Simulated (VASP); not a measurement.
# Bi2Te3 (R-3m) in VASP: single point with PBE+D3(BJ)

Aim: the single point of Bi2Te3 with PBE+D3(BJ).

All numbers are computed with VASP 6.6.1; they aren't measurements. Logs are shortened: lines on timing, memory, paths and dates and some standing lists are left out, and cuts for length are marked.

**What was measured.**

From “Vacancy and Antisite-Induced Ferromagnetism in Liquid-Phase Exfoliated Bi2Te3”, 2024, arxiv:2412.10539, for a bulk crystal of Bi2Te3: band gap 0.17 eV.

The results are compared with them further down.

### 1 The cell of the first run

The structure is trigonal, space group R-3m (No. 166). The conventional cell has a = 4.387 Å, b = 4.387 Å, c = 30.291 Å, α = 90.00°, β = 90.00°, γ = 120.00°. Within 4.0 Å of Bi (site symmetry 3m) lie 6 Te at 3.07 to 3.24 Å. Te (site symmetry -3m) has 6 Bi at 3.24 Å and 12 Te at 4.39 to 4.53 Å within 4.6 Å. Within 4.0 Å of Te (site symmetry 3m) lie 3 Bi at 3.07 Å and 3 Te at 3.62 Å.

### 2 Single point, PBE+D3(BJ)

File INCAR:

```
SYSTEM = Bi2Te3
PREC = Accurate
ENCUT = 520
EDIFF = 1E-6
ISMEAR = 0
SIGMA = 0.01
LREAL = .False.
LASPH = .True.
NELM = 100
ALGO = Fast
ISIF = 2
LWAVE = .False.
LCHARG = .False.
GGA = PE
IVDW = 12
NBANDS = 32
```

File KPOINTS:

```
regular mesh
0
Gamma
  9 9 9
  0 0 0
```

File POSCAR:

```
Bi2Te3
1.0
    2.1935523329      1.2664480299     10.0971243024
   -2.1935523329      1.2664480299     10.0971243024
    0.0000000000     -2.5328960598     10.0971243024
Bi Te
2 3
Direct
    0.4001377769      0.4001377769      0.4001377769
    0.5998622231      0.5998622231      0.5998622231
    0.0000000000      0.0000000000      0.0000000000
    0.2093664495      0.2093664495      0.2093664495
    0.7906335505      0.7906335505      0.7906335505
```

Potentials or basis: VASP PAW PBE potentials, release 64 (Bi_d, Te).

Command:

```console
cat potpaw_PBE.64/Bi_d/POTCAR potpaw_PBE.64/Te/POTCAR > POTCAR
mpirun -np 1 vasp_std > vasp.out
```

OUTCAR:

```text
SYSTEM = Bi2Te3
   PREC = Accurate
   ENCUT = 520
   EDIFF = 1E-6
   ISMEAR = 0
   LREAL = .False.
   LASPH = .True.
   NELM = 100
   ISIF = 2
   GGA = PE
   IVDW = 12
 IVDW          = 12

 ion  position               nearest neighbor table
   1  0.400  0.400  0.400-   5 3.07   5 3.07   5 3.07   3 3.24   3 3.24   3 3.24
   2  0.600  0.600  0.600-   4 3.07   4 3.07   4 3.07   3 3.24   3 3.24   3 3.24
   3  0.000  0.000  0.000-   2 3.24   2 3.24   1 3.24   1 3.24   2 3.24   1 3.24
   4  0.209  0.209  0.209-   2 3.07   2 3.07   2 3.07   5 3.62   5 3.62   5 3.62
   5  0.791  0.791  0.791-   1 3.07   1 3.07   1 3.07   4 3.62   4 3.62   4 3.62

  LATTYP: Found a trigonal (rhomboedric) cell.
 ALAT       =    10.4099702991
 COS(alpha) =     0.9111971273

  Lattice vectors:

 A1 = (   2.1935523329,   1.2664480299,  10.0971243024)
 A2 = (  -2.1935523329,   1.2664480299,  10.0971243024)
 A3 = (   0.0000000000,  -2.5328960598,  10.0971243024)

Analysis of symmetry for initial positions (statically):
=====================================================================
 Subroutine PRICEL returns:
 Original cell was already a primitive cell.

 Routine SETGRP: Setting up the symmetry group for a
 trigonal (rhombohedral) supercell.

 Subroutine GETGRP returns: Found 12 space group operations
 (whereof 12 operations were pure point group operations)
 out of a pool of 12 trial point group operations.

The static configuration has the point symmetry D_3d.

Analysis of symmetry for dynamics (positions and initial velocities):
=====================================================================
 Subroutine PRICEL returns:
 Original cell was already a primitive cell.

 Routine SETGRP: Setting up the symmetry group for a
 trigonal (rhombohedral) supercell.

 Subroutine GETGRP returns: Found 12 space group operations
 (whereof 12 operations were pure point group operations)
 out of a pool of 12 trial point group operations.

The dynamic configuration has the point symmetry D_3d.

 Subroutine INISYM returns: Found 12 space group operations
 (whereof 12 operations are pure point group operations),
 and found     1 'primitive' translations

----------------------------------------------------------------------------------------

                                     Primitive cell

  volume of cell :     168.3001

  direct lattice vectors                    reciprocal lattice vectors
     2.193552333  1.266448030 10.097124302     0.227940766  0.131601663  0.033012700
    -2.193552333  1.266448030 10.097124302    -0.227940766  0.131601663  0.033012700
     0.000000000 -2.532896060 10.097124302     0.000000000 -0.263203326  0.033012700

  length of vectors
    10.409970299 10.409970299 10.409970299     0.265265582  0.265265582  0.265265582

  position of ions in fractional coordinates (direct lattice)
     0.400137777  0.400137777  0.400137777
     0.599862223  0.599862223  0.599862223
     0.000000000  0.000000000  0.000000000
     0.209366450  0.209366450  0.209366450
     0.790633550  0.790633550  0.790633550

  ion indices of the primitive-cell ions
   primitive index   ion index
                 1           1
                 2           2
                 3           3
                 4           4
                 5           5

----------------------------------------------------------------------------------------

 KPOINTS: regular mesh

Automatic generation of k-mesh.
 Grid dimensions read from file:
 generate k-points for:    9    9    9

 Generating k-lattice:

  Cartesian coordinates                     Fractional coordinates (reciprocal lattice)
     0.025326752  0.014622407  0.003668078     0.111111111 -0.000000000 -0.000000000
    -0.025326752  0.014622407  0.003668078    -0.000000000  0.111111111 -0.000000000
     0.000000000 -0.029244814  0.003668078    -0.000000000 -0.000000000  0.111111111

  Length of vectors
     0.029473954  0.029473954  0.029473954

  Shift w.r.t. Gamma in fractional coordinates (k-lattice)
     0.000000000  0.000000000  0.000000000

 Subroutine IBZKPT returns following result:
 ===========================================

 Found     85 irreducible k-points:

 Following reciprocal coordinates:
            Coordinates               Weight
  0.000000  0.000000  0.000000      1.000000
  0.111111 -0.000000 -0.000000      6.000000
  0.222222 -0.000000 -0.000000      6.000000
  0.333333 -0.000000 -0.000000      6.000000
  0.444444 -0.000000 -0.000000      6.000000
  0.111111  0.111111 -0.000000      6.000000
[... 16 lines left out ...]
 -0.333333  0.333333  0.000000      6.000000
  0.444444  0.444444 -0.000000      6.000000
 [... further k-points ...]
   k-points           NKPTS =     85   k-points in BZ     NKDIM =     85   number of bands    NBANDS=     32
   number of dos      NEDOS =    301   number of ions     NIONS =      5
   total plane-waves  NPLWV = 512000
   dimension x,y,z NGX =    80 NGY =   80 NGZ =   80
   dimension x,y,z NGXF=   160 NGYF=  160 NGZF=  160
   ions per type =               2   3
   NGX,Y,Z   is equivalent  to a cutoff of  12.78, 12.78, 12.78 a.u.
   NGXF,Y,Z  is equivalent  to a cutoff of  25.55, 25.55, 25.55 a.u.
 SYSTEM =  Bi2Te3
   PREC   = accura    normal or accurate (medium, high low for compatibility)
   ISTART =      0    job   : 0-new  1-cont  2-samecut
   ICHARG =      2    charge: 1-file 2-atom 10-const
   ISPIN  =      1    spin polarized calculation?
   LNONCOLLINEAR =      F non collinear calculations
   LSORBIT =      F    spin-orbit coupling
   LASPH  =      T    aspherical Exc in radial PAW
   ENCUT  =  520.0 eV  38.22 Ry    6.18 a.u.  19.36 19.36 19.36*2*pi/ulx,y,z
   NELM   =    100;   NELMIN=  2; NELMDL= -5     # of ELM steps
   EDIFF  = 0.1E-05   stopping-criterion for ELM
   LREAL  =      F    real-space projection
[... 7 lines left out ...]
   TEBEG  =    0.0;   TEEND  =   0.0 temperature during run
   PSTRESS=    0.0 pullay stress
   NELECT =      48.0000    total number of electrons
   NUPDOWN=      -1.0000    fix difference up-down
   EMIN   =  10.00;   EMAX   =-10.00  energy-range for DOS
   EFERMI =   0.00;   METHOD = LEGACY
   ISMEAR =     0;   SIGMA  =   0.01  broadening in eV -4-tet -1-fermi 0-gaus
   EFERMI_NEDOS =   21; number of points for ismear=-14 and -15
   IALGO  =     68    algorithm
   IMIX   =      4    mixing-type and parameters
     AMIX     =   0.40;   BMIX     =  1.00
     AMIX_MAG =   1.60;   BMIX_MAG =  1.00
  volume/ion in A,a.u.               =      33.66       227.15
  Fermi-wavevector in a.u.,A,eV,Ry     =   1.077607  2.036382 15.799591  1.161237
  Thomas-Fermi vector in A             =   2.213523
   LORBIT       =      0    0 simple, 1 ext, 2 COOP (PROOUT), +10 PAW based schemes
   GGA     = PE    functional components
   LHFCALC =     F    Hartree Fock is set to
   AEXX    =    0.0000 exact exchange contribution
   IVDW    =    12    specifies the selected vdW correction
   LEPSILON=     F    determine dielectric tensor
   LRPA    =     F    only Hartree local field effects (RPA)
 non-spin polarized calculation
 RMM-DIIS sequential band-by-band and
 Gauss-broadening in eV      SIGMA  =   0.01
  energy-cutoff  :      520.00
  volume of cell :      168.30
 maximum number of plane-waves:      4556
 NGX is ok and might be reduce to    80
   NGX = 39   NGY = 39   NGZ = 39

 number of electron      48.0000006 magnetization

 Free energy of the ion-electron system (eV)
  ---------------------------------------------------
  ext. energy  EPLUGINS =         0.00000000
  ---------------------------------------------------
  free energy    TOTEN  =       -18.32294965 eV

  energy without entropy =      -18.32294965  energy(sigma->0) =      -18.32294965

 E-fermi :   6.3430     XC(G=0):  -9.3572

 val. band max:        6.3017829569   @ k =   0.0000   0.0000   0.0000
 cond. band min:       6.5533045462   @ k =   0.0000   0.0000   0.0000
 fundamental gap:      0.2515215894
 Fermi energy:         6.3430066043

 k-point     1 :       0.0000    0.0000    0.0000
  band No.  band energies     occupation
      1     -16.9182      2.00000
      2     -16.9182      2.00000
      3     -16.9167      2.00000
      4     -16.9167      2.00000
      5     -16.9109      2.00000
      6     -16.9095      2.00000
[... 24 lines left out ...]
     31      11.1189      0.00000
     32      11.6155      0.00000

 k-point     2 :       0.1111   -0.0000   -0.0000
  band No.  band energies     occupation
      1     -16.9193      2.00000
      2     -16.9176      2.00000
      3     -16.9170      2.00000
      4     -16.9155      2.00000
      5     -16.9100      2.00000
      6     -16.9087      2.00000
[... 24 lines left out ...]
     31      10.8059      0.00000
     32      11.2160      0.00000

 k-point     3 :       0.2222   -0.0000   -0.0000
  band No.  band energies     occupation
      1     -16.9223      2.00000
      2     -16.9202      2.00000
      3     -16.9147      2.00000
      4     -16.9131      2.00000
      5     -16.9097      2.00000
      6     -16.9073      2.00000
[... 24 lines left out ...]
     31      10.1098      0.00000
     32      11.5027      0.00000

 k-point     4 :       0.3333   -0.0000   -0.0000
  band No.  band energies     occupation
      1     -16.9261      2.00000
      2     -16.9235      2.00000
      3     -16.9137      2.00000
      4     -16.9114      2.00000
      5     -16.9111      2.00000
      6     -16.9087      2.00000
[... 654 lines left out ...]
     31      10.7991      0.00000
     32      12.2412      0.00000

 k-point    23 :      -0.3333    0.3333    0.0000
  band No.  band energies     occupation
      1     -16.9215      2.00000
      2     -16.9215      2.00000
      3     -16.9203      2.00000
      4     -16.9152      2.00000
      5     -16.9045      2.00000
      6     -16.9045      2.00000
[... 24 lines left out ...]
     31      11.7320      0.00000
     32      12.1839      0.00000

 k-point    24 :       0.4444    0.4444   -0.0000
  band No.  band energies     occupation
      1     -16.9286      2.00000
      2     -16.9258      2.00000
      3     -16.9137      2.00000
      4     -16.9120      2.00000
      5     -16.9108      2.00000
      6     -16.9097      2.00000
[... 24 lines left out ...]
     31      11.1648      0.00000
     32      11.9571      0.00000

 [... further k-points ...]

------------------------ aborting loop because EDIFF is reached ----------------------------------------

 Edisp (eV)   -2.25255

 E8    (eV) :    -1.0693

  FORCE on cell =-STRESS in cart. coord.  units (eV):
  Direction    XX          YY          ZZ          XY          YZ          ZX
  --------------------------------------------------------------------------------------
  -------------------------------------------------------------------------------------
  Total      -0.02572    -0.02572    -0.02493     0.00000    -0.00000     0.00000
  in kB      -0.24486    -0.24486    -0.23737     0.00000    -0.00000     0.00000
  external pressure =       -0.24 kB  Pullay stress =        0.00 kB

 VOLUME and BASIS-vectors are now :
 -----------------------------------------------------------------------------
  energy-cutoff  :      520.00
  volume of cell :      168.30
      direct lattice vectors                 reciprocal lattice vectors
     2.193552333  1.266448030 10.097124302     0.227940766  0.131601663  0.033012700
    -2.193552333  1.266448030 10.097124302    -0.227940766  0.131601663  0.033012700
     0.000000000 -2.532896060 10.097124302     0.000000000 -0.263203326  0.033012700

 POSITION                                       TOTAL-FORCE (eV/Angst)
 -----------------------------------------------------------------------------------
      0.00000      0.00000     12.12072         0.000000     -0.000000     -0.009006
      0.00000      0.00000     18.17065         0.000000      0.000000      0.009006
      0.00000      0.00000      0.00000         0.000000     -0.000000     -0.000000
      0.00000      0.00000      6.34200         0.000000     -0.000000     -0.012721
      0.00000      0.00000     23.94938         0.000000     -0.000000      0.012721
 -----------------------------------------------------------------------------------
    total drift:                                0.000000     -0.000000      0.000000

  FREE ENERGIE OF THE ION-ELECTRON SYSTEM (eV)
  ---------------------------------------------------
  free  energy   TOTEN  =       -20.5755029252 eV

  energy  without entropy=      -20.5755029252  energy(sigma->0) =      -20.57550293
```

Wall time 54 min (1 thread of Intel Xeon Platinum 8488C (Sapphire Rapids), shared host); peak memory 1.1 GiB.

What came out:

```yaml
Free_energy: -20.5755 eV
Pressure: 0.0 GPa
Largest_force: 0.013 eV/Å
Band_gap_on_the_k_mesh: 0.25 eV
Dispersion_energy_per_atom: -0.451 eV
```

Forces on the atoms (eV/Å):
```
Bi   0.000  0.000 -0.009
Bi   0.000  0.000  0.009
Te   0.000  0.000  0.000
Te   0.000  0.000 -0.013
Te   0.000  0.000  0.013
```

Levels at points of the mesh, in eV from the valence-band top:
```
           k point  band 20  band 21  band 22  band 23  band 24  band 25  band 26  band 27  band 28  band 29
(0.00, 0.00, 0.00)    -1.76    -1.76    -0.90    -0.90     0.00     0.25     0.62     0.62     1.94     2.11
```

Caveat: spin-orbit coupling is left out, which moves the levels of the heavy elements; an odd mesh through Γ misses points on the zone boundary, where band edges can lie.

### 3 Against experiment

Step 2. A measured gap of Bi2Te3 is 0.17 eV (quoted in “Vacancy and Antisite-Induced Ferromagnetism in Liquid-Phase Exfoliated Bi2Te3”, 2024, arxiv:2412.10539); the calculated 0.25 eV misses it by +0.08 eV. Spin-orbit coupling on Bi, Te is left out. The value is that of PBE+D3(BJ) on a finite k mesh, which can miss the band edges, without temperature or zero-point motion.
